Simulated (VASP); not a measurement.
Write the native input for VASP 6.6.1 that does the following.

* Task: single point
* Functional: PBE
* Potentials or basis: VASP PAW PBE potentials, release 64 (Sr_sv)
* Cutoff: 520 eV
* k mesh: 6 × 6 × 6
* Occupations: fermi-dirac, width 0.05 eV
* Spin: no spin polarisation
* Dipole correction: no
* Further INCAR settings: ALGO = Normal; EDIFF = 1e-07; NBANDS = 11

The structure of Sr lies in POSCAR:

```
Sr
1.0
    0.0000000000      3.0423500000      3.0727735000
    3.0423500000      0.0000000000      3.0727735000
    3.0423500000      3.0423500000      0.0000000000
Sr
1
Direct
    0.0000000000      0.0000000000      0.0000000000
```

These files were run (other wordings do the same):

INCAR

```
SYSTEM = Sr
PREC = Accurate ; ENCUT = 520
EDIFF = 1E-7 ; ISMEAR = -1
SIGMA = 0.05 ; LREAL = .False.
LASPH = .True. ; NELM = 100
ALGO = Normal ; ISIF = 2
LWAVE = .False. ; LCHARG = .False.
GGA = PE ; NBANDS = 11
```

KPOINTS

```
regular mesh
0
Gamma
  6 6 6
  0 0 0
```

Potentials or basis: VASP PAW PBE potentials, release 64 (Sr_sv).

Command:

```bash
$ cat potpaw_PBE.64/Sr_sv/POTCAR > POTCAR
$ mpirun -np 1 vasp_std > vasp.out
```

It gave:

```
Pressure               : -0.4 GPa
Band gap on the k mesh : 0.03 eV, direct
```

Run time: 6.6 s on 1 thread of Intel(R) Xeon(R) 6975P-C (Granite Rapids) (shared host), peak memory 0.17 GiB.
